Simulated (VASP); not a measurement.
Si (a cell with a defect), 17 atoms in the cell. The cell holds a defect, 17 atoms: a = 7.679 Å, b = 7.679 Å, c = 7.679 Å, α = 60.00°, β = 60.00°, γ = 60.00°. 

| Quantity | Value |
| --- | --- |
| Program | VASP 6.6.1 |
| Task | relaxation of the atoms |
| Functional | PBEsol |
| Potentials or basis | VASP PAW PBE potentials, release 64 (Si) |
| Cutoff | 520 eV |
| k mesh | 2 × 2 × 2 |
| Occupations | gaussian, width 0.05 eV |
| Spin | no spin polarisation |
| Dipole correction | no |
| Further INCAR settings | LREAL = Auto; ALGO = Normal; EDIFF = 1e-07; IBRION = 2; EDIFFG = -0.03; NSW = 80 |

Potentials or basis: VASP PAW PBE potentials, release 64 (Si).

Run with:

```sh
$ cat potpaw_PBE.64/Si/POTCAR > POTCAR
$ mpirun -np 1 vasp_std > vasp.out
```

Hardware: 1 thread of Oxide Virtual Turin-like Processor, on a shared host.

Task: How long does it take, and how much memory?

Result: Wall time 56 min on 1 thread of Oxide Virtual Turin-like Processor, with other jobs on the host, peak memory 0.5 GiB. Counts: scf iterations 155, k points 8, ion steps 20.
